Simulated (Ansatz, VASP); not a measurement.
**Mg2BeS3: VASP beside Ansatz**

File INCAR:

```
SYSTEM = Mg2BeS3
PREC = Accurate ; ENCUT = 600
EDIFF = 1E-6 ; ISMEAR = 0
SIGMA = 0.1 ; LREAL = .False.
LASPH = .True. ; NELM = 120
ALGO = Normal ; ISIF = 2
LWAVE = .False. ; LCHARG = .False.
GGA = PE ; NBANDS = 21
GGA_COMPAT = .False.
```

KPOINTS

```
Automatic mesh
0
Gamma
  6 6 6
  0 0 0
```

POSCAR

```
Mg2BeS3
1.0
    2.7651627200      1.5964674400      4.3927943000
   -2.7651627200      1.5964674400      4.3927943000
    0.0000000000     -3.1929348800      4.3927943000
Mg Be S
2 1 3
Direct
    0.6265190200      0.6265190200      0.6265190200
    0.3734809800      0.3734809800      0.3734809800
    0.0000000000      0.0000000000      0.0000000000
    0.0000000000      0.5000000000      0.0000000000
    0.5000000000      0.0000000000      0.0000000000
    0.0000000000      0.0000000000      0.5000000000
```

Input for Ansatz:

```yaml
crystal:
  lattice:
    - [2.76516272, 1.59646744, 4.3927943]
    - [-2.76516272, 1.59646744, 4.3927943]
    - [0.0, -3.19293488, 4.3927943]
  atoms:
    - { symbol: Mg, position: [0.62651902, 0.62651902, 0.62651902] }
    - { symbol: Mg, position: [0.37348098, 0.37348098, 0.37348098] }
    - { symbol: Be, position: [0.0, 0.0, 0.0] }
    - { symbol: S, position: [0.0, 0.5, 0.0] }
    - { symbol: S, position: [0.5, 0.0, 0.0] }
    - { symbol: S, position: [0.0, 0.0, 0.5] }
basis:
  ecutwfc: 420
kpoints:
  mp_grid: { grid: [6, 6, 6] }
hamiltonian:
  xc: pbe
scf:
  occupations: { method: gaussian, width: 0.1 }
  lower_state_search: "off"
output:
  forces: true
  stress: true
  eigenvalues: true
```

Change from the starting cell: species swapped into the Dy2Al3Co type (R-3m, No. 166).

Alike in both runs: task single point; functional PBE; k mesh 6 × 6 × 6; occupations gaussian, width 0.1 eV; no spin polarisation.

|  | VASP | Ansatz |
| --- | --- | --- |
| version | VASP 6.6.1 | Ansatz 0.2.0 |
| potentials or method | VASP PAW PBE potentials, release 64 (Mg, Be, S), cutoff 600 eV | scalar-relativistic, plane waves, PAW |
| valence electrons in the cell | 24 | 40 |

Ansatz gave:

| Property | Result |
| --- | --- |
| gap on the k mesh at the Fermi level (eV) | none |
| pressure (GPa) | -5.4 |
| traceless stress, the component that is largest in VASP (GPa) | -5.08 |

Problem. Which values does VASP return?

Solution. gap on the k mesh at the Fermi level (eV): none; pressure (GPa): -5.5; traceless stress, the component that is largest in VASP (GPa): -5.07.

A gap of «none» marks a metal or a gap that the smearing closes. VASP's potentials hold 24 valence electrons a cell and Ansatz's 40, so a difference there can come from the potentials and not from the codes.
